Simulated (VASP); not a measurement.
CdSe:

```
CELL_PARAMETERS angstrom
4.38338 0.00000 0.00000
-2.19169 3.79612 0.00000
0.00000 0.00000 7.15355
ATOMIC_POSITIONS crystal
Cd 0.33333 0.66667 0.00458
Cd 0.66667 0.33333 0.50458
Se 0.33333 0.66667 0.38042
Se 0.66667 0.33333 0.88042
```

* Program: VASP 6.6.1
* Task: relaxation of cell and atoms
* Functional: PBE
* Dispersion: D3(BJ)
* Potentials or basis: VASP PAW PBE potentials, release 64 (Cd, Se)
* Cutoff: 600 eV
* k mesh: 12 × 12 × 6
* Occupations: gaussian, width 0.02 eV
* Spin: no spin polarisation

At the start: pressure -1.7 GPa; volume 29.76 Å³/atom.

Problem. Where does the relaxation end?

Solution. Over 9 steps the energy falls by 5.6 meV/atom and the volume is 28.70 Å³/atom (-3.6 %); space group P6_3mc (No. 186, to 0.1 Å) before and after.

Step by step:
```
step  energy change (eV)  largest force (eV/Å)  pressure (GPa)  volume (Å³)
   1              0.0000                0.0037           -1.65       119.03
   2             -0.0211                0.0085            0.45       113.83
   3             -0.0225                0.0075            0.00       114.82
   4             -0.0224                0.0074           -0.04       114.91
   5             -0.0225                0.0056           -0.03       114.90
   6             -0.0225                0.0003           -0.03       114.90
   7             -0.0225                0.0021           -0.02       114.83
   8             -0.0225                0.0075            0.09       114.67
   9             -0.0225                0.0032            0.02       114.79
```

Final structure:
```cif
data_structure
_symmetry_space_group_name_H-M 'P 1'
_symmetry_Int_Tables_number 1
_cell_length_a 4.3289
_cell_length_b 4.3289
_cell_length_c 7.0734
_cell_angle_alpha 90.000
_cell_angle_beta 90.000
_cell_angle_gamma 120.000
_cell_volume 114.79
loop_
_atom_site_label
_atom_site_type_symbol
_atom_site_fract_x
_atom_site_fract_y
_atom_site_fract_z
_atom_site_occupancy
Cd1 Cd 0.33333 0.66667 0.00479 1
Cd2 Cd 0.66667 0.33333 0.50479 1
Se1 Se 0.33333 0.66667 0.38021 1
Se2 Se 0.66667 0.33333 0.88021 1
```
